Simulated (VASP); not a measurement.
A run of VASP 6.6.1:

Contents of INCAR:

```
PREC     = Accurate       # precision mode
ENCUT    = 520            # plane-wave cutoff, eV
EDIFF    = 1E-6           # SCF threshold, eV
ISMEAR   = -1             # smearing method
SIGMA    = 0.1            # smearing width, eV
LREAL    = F              # projectors in reciprocal space
LASPH    = T              # aspherical terms in the spheres
NELM     = 150            # most SCF steps
ALGO     = Normal         # electronic algorithm
ISIF     = 2              # what is computed and relaxed
LWAVE    = F              # write WAVECAR
LCHARG   = F              # write CHGCAR
ISPIN    = 2              # spin polarisation
MAGMOM   = 2.5 0          # initial moments
LORBIT   = 11             # projections on sites
LMAXMIX  = 4              # l up to which the mixer works
NBANDS   = 16             # bands
```

The input KPOINTS:

```
regular mesh
0
Gamma
  10 10 10
```

File POSCAR:

```
CoH
1.0
    0.0000000000      1.8061409821      1.8061409821
    1.8061409821      0.0000000000      1.8061409821
    1.8061409821      1.8061409821      0.0000000000
Co H
1 1
Direct
    0.0000000000      0.0000000000      0.0000000000
    0.5000000000      0.5000000000      0.5000000000
```

Potentials or basis: VASP PAW LDA potentials, release 64 (Co, H).

The run is started by

```console
$ cat potpaw_LDA.64/Co/POTCAR potpaw_LDA.64/H/POTCAR > POTCAR
$ mpirun -np 1 vasp_std > vasp.out
```

Hardware: 1 thread of Intel(R) Xeon(R) Platinum 8488C (Sapphire Rapids) (shared host).

Question: Estimate the wall time of this run.

Answer: It took 17 s on 1 thread of Intel(R) Xeon(R) Platinum 8488C (Sapphire Rapids) (shared host), peak memory 0.13 GiB. Counts: scf iterations 13, k points 47.
